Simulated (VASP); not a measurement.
Crystal: ZnGeP2.

```
CELL_PARAMETERS angstrom
-2.75005 2.75005 5.42115
2.75005 -2.75005 5.42115
2.75005 2.75005 -5.42115
ATOMIC_POSITIONS crystal
Zn 0.00000 0.00000 0.00000
Zn 0.75000 0.25000 0.50000
Ge 0.50000 0.50000 0.00000
Ge 0.25000 0.75000 0.50000
P 0.37500 0.37836 0.50336
P 0.62164 0.12500 0.99664
P 0.87500 0.87164 0.49664
P 0.12836 0.62500 0.00336
```

```yaml
Program: VASP 6.6.1
Task: relaxation of cell and atoms
Functional: r2SCAN
Potentials_or_basis: VASP PAW PBE potentials, release 64 (Zn, Ge_d, P)
Cutoff: 550 eV
k_mesh: 6 × 6 × 6
Occupations: fermi-dirac, width 0.02 eV
Spin: no spin polarisation
```

At the start: pressure -2.5 GPa; volume 20.50 Å³/atom.

Task: How do energy, volume and symmetry change on relaxing?

Result: Over 6 steps the energy falls by 5.3 meV/atom and the volume is 19.88 Å³/atom (-3.0 %); space group I-42d (No. 122, to 0.1 Å) before and after.

The path:
| step | energy change (eV) | largest force (eV/Å) | pressure (GPa) | volume (Å³) |
| --- | --- | --- | --- | --- |
| 1 | 0.0000 | 0.1131 | -2.49 | 164.00 |
| 2 | -0.0323 | 0.0288 | 1.39 | 156.55 |
| 3 | -0.0422 | 0.0198 | 0.05 | 158.89 |
| 4 | -0.0422 | 0.0218 | 0.00 | 158.99 |
| 5 | -0.0422 | 0.0108 | -0.01 | 159.01 |
| 6 | -0.0422 | 0.0001 | -0.01 | 159.03 |

Final structure:
```
Zn Ge P
1.0
    -2.72232    2.72232    5.36474
     2.72232   -2.72232    5.36474
     2.72232    2.72232   -5.36474
Zn Ge P
2 2 4
Direct
  0.00000 0.00000 0.00000
  0.75000 0.25000 0.50000
  0.50000 0.50000 0.00000
  0.25000 0.75000 0.50000
  0.37500 0.37937 0.50437
  0.62063 0.12500 0.99563
  0.87500 0.87063 0.49563
  0.12937 0.62500 0.00437
```

Caveat: the PAW data sets were made with another functional, which shifts forces and pressure a little.
